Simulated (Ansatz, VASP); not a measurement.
One calculation of P, two programs

Contents of INCAR:

```
SYSTEM = P
ALGO = Normal
EDIFF = 1E-6
ENCUT = 520
GGA = PS
ISIF = 2
ISMEAR = 0
LASPH = .TRUE.
LCHARG = .FALSE.
LREAL = .FALSE.
LWAVE = .FALSE.
NBANDS = 18
NELM = 100
PREC = Accurate
SIGMA = 0.05
```

KPOINTS

```
k-points
0
G
  8 1 6
  0 0 0
```

Contents of POSCAR:

```
P
1.0
    3.2016345270      0.0000000000      0.0000000000
    0.0000000000     33.9856052152      0.0000000000
    0.0000000000      0.0000000000      4.8636889455
P
4
Direct
    0.0000000000      0.9702614300      0.5921507200
    0.0000000000      0.0297385700      0.4078492800
    0.5000000000      0.0297385700      0.0921507200
    0.5000000000      0.9702614300      0.9078492800
```

Input for Ansatz:

```yaml
crystal:
  lattice:
    - [3.201634527, 0.0, 0.0]
    - [0.0, 33.9856052152, 0.0]
    - [0.0, 0.0, 4.8636889455]
  atoms:
    - { symbol: P, position: [0.0, 0.97026143, 0.59215072] }
    - { symbol: P, position: [0.0, 0.02973857, 0.40784928] }
    - { symbol: P, position: [0.5, 0.02973857, 0.09215072] }
    - { symbol: P, position: [0.5, 0.97026143, 0.90784928] }
basis:
  ecutwfc: 420
kpoints:
  mp_grid: { grid: [8, 1, 6] }
hamiltonian:
  xc: pbesol
scf:
  occupations: { method: gaussian, width: 0.05 }
output:
  forces: true
  stress: true
  eigenvalues: true
```

Change from the starting cell: strain -0.025 along x and y, +0.050 along z, atoms carried along.

Alike in both runs: task single point; functional PBEsol; k mesh 8 × 1 × 6; occupations gaussian, width 0.05 eV; no spin polarisation.

```csv
,VASP,Ansatz
version,VASP 6.6.1,Ansatz 0.2.0
potentials or method,"VASP PAW PBE potentials, release 64 (P), cutoff 520 eV","scalar-relativistic, plane waves, PAW"
valence electrons in the cell,20,20
```

Ansatz gave:

- gap on the k mesh at the Fermi level (eV): 1.10
- least direct gap on the mesh (eV): 1.27
- rms of the force components (eV/Å): 0.339

Which values does VASP return?

gap on the k mesh at the Fermi level (eV): 1.13; least direct gap on the mesh (eV): 1.29; rms of the force components (eV/Å): 0.336.

VASP's potentials were made for PBE, not for PBEsol. Atom by atom the forces differ by 0.012 eV/Å (rms over components).
